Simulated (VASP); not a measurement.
A run of VASP 6.6.1:

Contents of INCAR:

```
  PREC = Accurate
  ENCUT = 600
  EDIFF = 1E-7
  ISMEAR = 1
  SIGMA = 0.05
  LREAL = False
  LASPH = True
  NELM = 60
  ALGO = Normal
  ISIF = 8
  LWAVE = False
  LCHARG = False
  GGA = CA
  IBRION = 2
  NSW = 80
  EDIFFG = -0.01
```

Contents of KPOINTS:

```
Automatic mesh
0
Gamma
  7 7 4
```

The input POSCAR:

```
Mg
1.0
    3.2093000000      0.0000000000      0.0000000000
   -1.6046500000      2.7793400000      0.0000000000
    0.0000000000      0.0000000000      5.2103000000
Mg
2
Direct
    0.3333333333      0.6666666667      0.2500000000
    0.6666666667      0.3333333333      0.7500000000
```

Potentials or basis: VASP PAW LDA potentials, release 64 (Mg).

Command:

```sh
$ cat potpaw_LDA.64/Mg/POTCAR > POTCAR
$ mpirun -np 1 vasp_std > vasp.out
```

Hardware: 1 thread of AMD EPYC 9R14 (Zen 4) (shared host).

Problem. Estimate the wall time of this run.

Solution. Wall time 11 s on 1 thread of AMD EPYC 9R14 (Zen 4), on a shared host, peak memory 0.12 GiB. Counts: scf iterations 20, k points 24, ion steps 3.
